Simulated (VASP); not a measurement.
# TeW (I-4m2) in VASP: single point with PBE

Aim: the single point of TeW with PBE.

All numbers are computed with VASP 6.6.1; they aren't measurements. Logs are shortened: lines on timing, memory, paths and dates and some standing lists are left out, and cuts for length are marked.

### 1 The cell of the first run

It takes space group I-4m2 (No. 119, tetragonal). Conventional cell: a = 4.435 Å, b = 4.435 Å, c = 5.839 Å, α = 90.00°, β = 90.00°, γ = 90.00°. W (site symmetry -4m2) has 4 Te at 2.65 Å within 3.5 Å. Te (site symmetry -4m2) has 4 W at 2.65 Å within 3.5 Å.

### 2 Single point, PBE, collinear spin

INCAR reads:

```
SYSTEM = TeW
ALGO     = Normal         ! electronic algorithm
EDIFF    = 1E-7           ! SCF threshold, eV
ENCUT    = 520            ! plane-wave cutoff, eV
GGA      = PE             ! functional
ISIF     = 2              ! what is computed and relaxed
ISMEAR   = 0              ! smearing method
ISPIN    = 2              ! spin polarisation
LASPH    = .True.         ! aspherical terms in the spheres
LCHARG   = .False.        ! write CHGCAR
LMAXMIX  = 4              ! l up to which the mixer works
LORBIT   = 11             ! projections on sites
LREAL    = .False.        ! projectors in reciprocal space
LWAVE    = .False.        ! write WAVECAR
MAGMOM   = 1 -1 0 0       ! initial moments
NBANDS   = 32             ! bands
NELM     = 150            ! most SCF steps
PREC     = Accurate       ! precision mode
SIGMA    = 0.1            ! smearing width, eV
```

KPOINTS reads:

```
k-points
0
Gamma
  12 12 6
  0 0 0
```

POSCAR reads:

```
TeW
1.0
    0.0000000000      3.1362365035      3.1362365035
    5.8387154260      3.1362365035      3.1362365035
    5.8387154260      6.2724730069      0.0000000000
W Te
2 2
Direct
    0.0000000000      1.0000000000      1.0000000000
    0.0000000000      1.0000000000      0.5000000000
    0.2500000000      0.2500000000      0.0000000000
    0.2500000000      0.2500000000      0.5000000000
```

Potentials or basis: VASP PAW PBE potentials, release 64 (W_sv, Te).

Started as:

```sh
> cat potpaw_PBE.64/W_sv/POTCAR potpaw_PBE.64/Te/POTCAR > POTCAR
> mpirun -np 1 vasp_std > vasp.out
```

OUTCAR:

```text
SYSTEM = TeW
   EDIFF = 1E-7
   ENCUT = 520
   GGA = PE
   ISIF = 2
   ISMEAR = 0
   ISPIN = 2
   LASPH = .True.
   LORBIT = 11
   LREAL = .False.
   NELM = 150
   PREC = Accurate

 ion  position               nearest neighbor table
   1  0.000  0.000  0.000-   4 2.65   4 2.65   3 2.65   3 2.65
   2  0.000  0.000  0.500-   3 2.65   3 2.65   4 2.65   4 2.65
   3  0.250  0.250  0.000-   2 2.65   2 2.65   1 2.65   1 2.65
   4  0.250  0.250  0.500-   1 2.65   1 2.65   2 2.65   2 2.65

  LATTYP: Found a simple tetragonal cell.
 ALAT       =     4.4353081981
 C/A-ratio  =     1.3164170708

  Lattice vectors:

 A1 = (   0.0000000000,  -3.1362365035,  -3.1362365035)
 A2 = (   0.0000000000,   3.1362365034,  -3.1362365035)
 A3 = (   5.8387154260,   0.0000000000,   0.0000000000)

Analysis of symmetry for initial positions (statically):
=====================================================================
 Subroutine PRICEL returns following result:

  LATTYP: Found a body centered tetragonal cell.
 ALAT       =     4.4353081980
 C/A-ratio  =     1.3164170708
[... 12 lines left out ...]
 Subroutine GETGRP returns: Found  8 space group operations
 (whereof  8 operations were pure point group operations)
 out of a pool of 16 trial point group operations.

The static configuration has the point symmetry D_2d.

Analysis of symmetry for dynamics (positions and initial velocities):
=====================================================================
 Subroutine PRICEL returns following result:

  LATTYP: Found a body centered tetragonal cell.
 ALAT       =     4.4353081980
 C/A-ratio  =     1.3164170708
[... 12 lines left out ...]
 Subroutine GETGRP returns: Found  8 space group operations
 (whereof  8 operations were pure point group operations)
 out of a pool of 16 trial point group operations.

The dynamic configuration has the point symmetry D_2d.

Analysis of structural, dynamic, and magnetic symmetry:
=====================================================================
 Subroutine PRICEL returns following result:

  LATTYP: Found a body centered tetragonal cell.
 ALAT       =     4.4353081980
 C/A-ratio  =     1.3164170708
[... 12 lines left out ...]
 Subroutine GETGRP returns: Found  8 space group operations
 (whereof  8 operations were pure point group operations)
 out of a pool of 16 trial point group operations.

The overall configuration has the point symmetry D_2d.

 Subroutine INISYM returns: Found  8 space group operations
 (whereof  8 operations are pure point group operations),
 and found     2 'primitive' translations

----------------------------------------------------------------------------------------

                                     Primitive cell

  volume of cell :      57.4295

  direct lattice vectors                    reciprocal lattice vectors
    -2.919357713 -0.000000000 -3.136236504    -0.171270550  0.159426752 -0.159426752
    -2.919357713  0.000000000  3.136236504    -0.171270550  0.159426752  0.159426752
     2.919357713  3.136236503  0.000000000     0.000000000  0.318853504 -0.000000000

  length of vectors
     4.284697056  4.284697056  4.284697056     0.283138446  0.283138446  0.318853504

  position of ions in fractional coordinates (direct lattice)
     0.000000000  0.000000000  0.000000000
     0.750000000  0.250000000  0.500000000

  ion indices of the primitive-cell ions
   primitive index   ion index
                 1           1
                 2           3

----------------------------------------------------------------------------------------

 KPOINTS: k-points

Automatic generation of k-mesh.
 Grid dimensions read from file:
 generate k-points for:   12   12    6

 Generating k-lattice:

  Cartesian coordinates                     Fractional coordinates (reciprocal lattice)
    -0.014272546  0.013285563  0.013285563     0.083333333 -0.000000000  0.000000000
     0.014272546 -0.013285563  0.013285563     0.000000000  0.083333333  0.000000000
     0.000000000  0.026571125 -0.026571125     0.000000000  0.000000000  0.166666667

  Length of vectors
     0.023594871  0.023594871  0.037577246

  Shift w.r.t. Gamma in fractional coordinates (k-lattice)
     0.000000000  0.000000000  0.000000000

 Subroutine IBZKPT returns following result:
 ===========================================

 Found    100 irreducible k-points:

 Following reciprocal coordinates:
            Coordinates               Weight
  0.000000  0.000000  0.000000      1.000000
  0.083333  0.000000  0.000000      8.000000
  0.166667  0.000000  0.000000      8.000000
  0.250000  0.000000  0.000000      8.000000
  0.333333  0.000000  0.000000      8.000000
  0.416667 -0.000000  0.000000      8.000000
[... 16 lines left out ...]
  0.500000  0.166667  0.000000      8.000000
 -0.416667  0.166667 -0.000000     16.000000
 [... further k-points ...]
   k-points           NKPTS =    100   k-points in BZ     NKDIM =    100   number of bands    NBANDS=     32
   number of dos      NEDOS =    301   number of ions     NIONS =      4
   total plane-waves  NPLWV = 129024
   dimension x,y,z NGX =    36 NGY =   56 NGZ =   64
   dimension x,y,z NGXF=    72 NGYF=  112 NGZF=  128
   ions per type =               2   2
   NGX,Y,Z   is equivalent  to a cutoff of  13.49, 12.70, 12.42 a.u.
   NGXF,Y,Z  is equivalent  to a cutoff of  26.99, 25.39, 24.83 a.u.
 SYSTEM =  TeW
   PREC   = accura    normal or accurate (medium, high low for compatibility)
   ISTART =      0    job   : 0-new  1-cont  2-samecut
   ICHARG =      2    charge: 1-file 2-atom 10-const
   ISPIN  =      2    spin polarized calculation?
   LNONCOLLINEAR =      F non collinear calculations
   LSORBIT =      F    spin-orbit coupling
   LASPH  =      T    aspherical Exc in radial PAW
   ENCUT  =  520.0 eV  38.22 Ry    6.18 a.u.   8.25 13.63 15.93*2*pi/ulx,y,z
   NELM   =    150;   NELMIN=  2; NELMDL= -5     # of ELM steps
   EDIFF  = 0.1E-06   stopping-criterion for ELM
   LREAL  =      F    real-space projection
   EDIFFG = 0.1E-05   stopping-criterion for IOM
   NSW    =      0    number of steps for IOM
   IBRION =     -1    ionic relax: 0-MD 1-quasi-New 2-CG
   NFREE  =      0    steps in history (QN), initial steepest desc. (CG)
   ISIF   =      2    stress and relaxation
   ISYM   =      2    0-nonsym 1-usesym 2-fastsym
   POTIM  = 0.5000    time-step for ionic-motion
   TEBEG  =    0.0;   TEEND  =   0.0 temperature during run
   PSTRESS=    0.0 pullay stress
   NELECT =      40.0000    total number of electrons
   NUPDOWN=      -1.0000    fix difference up-down
   EMIN   =  10.00;   EMAX   =-10.00  energy-range for DOS
   EFERMI =   0.00;   METHOD = LEGACY
   ISMEAR =     0;   SIGMA  =   0.10  broadening in eV -4-tet -1-fermi 0-gaus
   EFERMI_NEDOS =   21; number of points for ismear=-14 and -15
   IALGO  =     38    algorithm
   IMIX   =      4    mixing-type and parameters
     AMIX     =   0.40;   BMIX     =  1.00
     AMIX_MAG =   1.60;   BMIX_MAG =  1.00
  volume/ion in A,a.u.               =      28.71       193.78
  Fermi-wavevector in a.u.,A,eV,Ry     =   1.151790  2.176567 18.049754  1.326620
  Thomas-Fermi vector in A             =   2.288445
   LORBIT       =     11    0 simple, 1 ext, 2 COOP (PROOUT), +10 PAW based schemes
   GGA     = PE    functional components
   LHFCALC =     F    Hartree Fock is set to
   AEXX    =    0.0000 exact exchange contribution
   IVDW    =     0    specifies the selected vdW correction
   LEPSILON=     F    determine dielectric tensor
   LRPA    =     F    only Hartree local field effects (RPA)
 spin polarized calculation
 Gauss-broadening in eV      SIGMA  =   0.10
  energy-cutoff  :      520.00
  volume of cell :      114.86
 maximum number of plane-waves:      3124
 NGX is ok and might be reduce to    36
   NGX = 17   NGY = 27   NGZ = 31

 number of electron      40.0000002 magnetization      -0.0000000

 number of electron      40.0000002 magnetization       0.0000000

 Free energy of the ion-electron system (eV)
  ---------------------------------------------------
  ext. energy  EPLUGINS =         0.00000000
  ---------------------------------------------------
  free energy    TOTEN  =       -26.36187553 eV

  energy without entropy =      -26.33747587  energy(sigma->0) =      -26.34967570

 E-fermi :   6.3365     XC(G=0):  -9.8345

 val. band max:        6.3348209968   @ k =   0.5000   0.3333   0.0000
 cond. band min:       6.3367654238   @ k =   0.2500   0.0000   0.0000
 fundamental gap:      0.0019444270
 Fermi energy:         6.3365229972

 spin component 1

 k-point     1 :       0.0000    0.0000    0.0000
  band No.  band energies     occupation
      1     -67.8471      1.00000
      2     -67.3419      1.00000
      3     -32.2149      1.00000
      4     -32.1898      1.00000
      5     -32.1898      1.00000
      6     -31.5140      1.00000
[... 829 lines left out ...]
     31      13.7525      0.00000
     32      14.0023      0.00000

 [... further k-points ...]

 spin component 2

 k-point     1 :       0.0000    0.0000    0.0000
  band No.  band energies     occupation
      1     -67.8471      1.00000
      2     -67.3419      1.00000
      3     -32.2149      1.00000
      4     -32.1898      1.00000
      5     -32.1898      1.00000
      6     -31.5140      1.00000
[... 829 lines left out ...]
     31      13.7525      0.00000
     32      14.0023      0.00000

 [... further k-points ...]

------------------------ aborting loop because EDIFF is reached ----------------------------------------

  FORCE on cell =-STRESS in cart. coord.  units (eV):
  Direction    XX          YY          ZZ          XY          YZ          ZX
  --------------------------------------------------------------------------------------
  -------------------------------------------------------------------------------------
  Total       -0.0210002     -0.0311043     -0.0311043      0.0000000     -0.0000000     -0.0000000
  in kB       -0.2929334     -0.4338762     -0.4338762      0.0000000     -0.0000000     -0.0000000
  external PRESSURE =      -0.3868953 kB  Pullay stress =       0.0000000 kB

 VOLUME and BASIS-vectors are now :
 -----------------------------------------------------------------------------
  energy-cutoff  :      520.00
  volume of cell :      114.86
      direct lattice vectors                 reciprocal lattice vectors
     0.000000000  3.136236504  3.136236504    -0.171270550  0.159426752  0.159426752
     5.838715426  3.136236504  3.136236504     0.171270550 -0.159426752  0.159426752
     5.838715426  6.272473007  0.000000000     0.000000000  0.159426752 -0.159426752

 POSITION                                       TOTAL-FORCE (eV/Angst)
 -----------------------------------------------------------------------------------
      0.00000      0.00000      0.00000        -0.000000     -0.000000     -0.000000
      2.91936      3.13624      0.00000        -0.000000      0.000000     -0.000000
      1.45968      1.56812      1.56812        -0.000000      0.000000      0.000000
      4.37904      4.70435      1.56812         0.000000      0.000000      0.000000
 -----------------------------------------------------------------------------------
    total drift:                               -0.000004     -0.000000      0.000000

  FREE ENERGIE OF THE ION-ELECTRON SYSTEM (eV)
  ---------------------------------------------------
  free  energy   TOTEN  =       -26.3618755277 eV

  energy  without entropy=      -26.3374758671  energy(sigma->0) =      -26.34967570

 total charge

# of ion       s       p       d       tot
------------------------------------------
    1        2.325   6.130   3.496  11.951
    2        2.325   6.130   3.496  11.951
    3        1.321   2.054   0.134   3.509
    4        1.321   2.054   0.134   3.509
--------------------------------------------------
tot          7.293  16.368   7.260  30.922

 magnetization (x)

# of ion       s       p       d       tot
------------------------------------------
    1        0.016   0.013   1.089   1.118
    2       -0.016  -0.013  -1.089  -1.118
    3        0.000   0.000   0.000   0.000
    4        0.000   0.000   0.000   0.000
--------------------------------------------------
tot          0.000   0.000   0.000   0.000
```

Run time: 32 min. Hardware: 1 thread of Oxide Virtual Turin-like, shared host; peak memory 0.77 GiB.

Results:

- Free energy: -26.3619 eV
- Pressure: 0.0 GPa
- Band gap on the k mesh: zero (filled and empty bands overlap)
- Net moment: 0.00 μB per cell
- Site moments: W +1.12, -1.12; Te +0.00 μB
- Valence electrons inside the program's atomic spheres: W 11.95; Te 3.51

Levels at points of the mesh, in eV from the Fermi level:
Spin up:
| k point | band 18 | band 19 | band 20 | band 21 | band 22 | band 23 |
| --- | --- | --- | --- | --- | --- | --- |
| (0.00, 0.00, 0.00) | -0.92 | -0.88 | 0.05 | 0.42 | 0.60 | 0.60 |
| (0.50, 0.00, 0.00) | -0.53 | -0.40 | -0.17 | 0.23 | 0.27 | 1.75 |
| (0.50, 0.50, 0.00) | -1.41 | -0.95 | -0.77 | 0.26 | 0.38 | 0.49 |
| (0.00, 0.00, 0.50) | -0.86 | -0.51 | -0.49 | 0.05 | 0.62 | 1.66 |
| (0.50, 0.00, 0.50) | -1.45 | -0.74 | -0.71 | -0.65 | 0.41 | 0.92 |
| (0.00, 0.50, 0.50) | -0.80 | -0.62 | 0.29 | 1.98 | 1.98 | 2.23 |
Spin down:
| k point | band 16 | band 17 | band 18 | band 19 | band 20 | band 21 | band 22 | band 23 | band 24 | band 25 |
| --- | --- | --- | --- | --- | --- | --- | --- | --- | --- | --- |
| (0.00, 0.00, 0.00) | -3.52 | -1.15 | -0.92 | -0.88 | 0.05 | 0.42 | 0.60 | 0.60 | 1.37 | 4.21 |
| (0.50, 0.00, 0.00) | -3.59 | -0.76 | -0.53 | -0.40 | -0.17 | 0.23 | 0.27 | 1.75 | 2.03 | 2.18 |
| (0.50, 0.50, 0.00) | -3.14 | -1.41 | -1.41 | -0.95 | -0.77 | 0.26 | 0.38 | 0.49 | 0.56 | 0.56 |
| (0.00, 0.00, 0.50) | -3.81 | -0.98 | -0.86 | -0.51 | -0.49 | 0.05 | 0.62 | 1.66 | 1.68 | 2.70 |
| (0.50, 0.00, 0.50) | -3.25 | -1.45 | -1.45 | -0.74 | -0.71 | -0.65 | 0.41 | 0.92 | 0.92 | 1.77 |
| (0.00, 0.50, 0.50) | -3.81 | -1.36 | -0.80 | -0.62 | 0.29 | 1.98 | 1.98 | 2.23 | 2.28 | 2.38 |

Caveat: spin-orbit coupling is left out, which moves the levels of the heavy elements.
